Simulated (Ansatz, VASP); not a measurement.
**Pb: VASP beside Ansatz**

File POSCAR:

```
Pb
1.0
    0.0000000000      2.4946408835      2.4946408835
    2.4946408835      0.0000000000      2.4946408835
    2.4946408835      2.4946408835      0.0000000000
Pb
1
Direct
    0.0000000000      0.0000000000      0.0000000000
```

INCAR.step1

```
PREC = Accurate
ENCUT = 520
ISMEAR = 0
SIGMA = 0.2
LREAL = False
LASPH = True
NELM = 60
NBANDS = 13
GGA = PE
ALGO = Normal
EDIFF = 1E-4
LWAVE = True
LCHARG = False
```

The input INCAR.step2:

```
PREC = Accurate
ENCUT = 520
EDIFF = 1E-6
ISMEAR = 0
SIGMA = 0.2
LREAL = False
LASPH = True
NELM = 60
ALGO = Normal
ISIF = 2
LWAVE = False
LCHARG = False
METAGGA = R2SCAN
LMIXTAU = True
NBANDS = 13
ISTART = 1
```

Contents of KPOINTS:

```
regular mesh
0
Gamma
  11 11 11
```

Input for Ansatz:

```yaml
crystal:
  lattice:
    - [0.0, 2.4946408835, 2.4946408835]
    - [2.4946408835, 0.0, 2.4946408835]
    - [2.4946408835, 2.4946408835, 0.0]
  atoms:
    - { symbol: Pb, position: [0.0, 0.0, 0.0] }
hamiltonian:
  xc: r2scan
  pseudopotentials:
    kind: paw
    azcp:
      Pb: "pseudopotentials/Pb.paw.azcp"
basis:
  ecutwfc: 500
  fft_grid_basis: typed
kpoints:
  mp_grid: { grid: [11, 11, 11], shift: [0, 0, 0] }
magnetization:
  spin_polarized: false
scf:
  occupations: { method: gaussian, width: 0.2 }
  lower_state_search: "off"
output:
  stress: true
```

Alike in both runs: task single point; functional r2SCAN; k mesh 11 × 11 × 11; occupations gaussian, width 0.2 eV; no spin polarisation.

|  | VASP | Ansatz |
| --- | --- | --- |
| version | VASP 6.6.1 | Ansatz 0.2.0 |
| potentials or method | VASP PAW PBE potentials, release 64 (Pb_d), cutoff 520 eV | plane waves (500 eV) with PAW, scalar-relativistic |
| valence electrons in the cell | 14 | 14 |

|  | VASP | Ansatz | Ansatz less VASP |
| --- | --- | --- | --- |
| pressure (GPa) | 0.0 | 0.0 | +0.01 |

VASP's potentials were made for PBE, not for r2SCAN.

Neither program's run includes spin-orbit coupling.
